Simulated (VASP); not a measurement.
BaTiO3:

```xyz
5
Lattice="3.9998 0.0000 0.0000 0.0000 3.9998 0.0000 0.0000 0.0000 4.0180" Properties=species:S:1:pos:R:3 pbc="T T T"
Ba    0.0000    0.0000    0.0000
Ti    1.9999    1.9999    1.9688
O     1.9999    1.9999    0.0763
O     1.9999    0.0000    2.0773
O     0.0000    1.9999    2.0773
```

Base run:

* Program: VASP 6.6.1
* Functional: PBE
* Potentials or basis: VASP PAW PBE potentials, release 64 (Ba_sv, Ti_sv, O)
* Cutoff: 520 eV
* k mesh: 6 × 6 × 6
* Occupations: fermi-dirac, width 0.02 eV
* Spin: no spin polarisation
* Hubbard terms: Ti d U = 7.0 eV

Its results: band gap on the k mesh 2.66 eV, indirect (least direct gap 2.99 eV); pressure 10.0 GPa; largest force 0.917 eV/Å.

Question: The run is repeated on the same cell with these changes: hubbard terms from Ti d U = 7.0 eV to Ti d U = 5.0 eV. What comes out?

Answer: Band gap on the k mesh 2.38 eV, indirect (least direct gap 2.70 eV); pressure 8.3 GPa; largest force 0.619 eV/Å.

Caveats: spin-orbit coupling is left out, which moves the levels of the heavy elements.

A k mesh can miss the band edges.
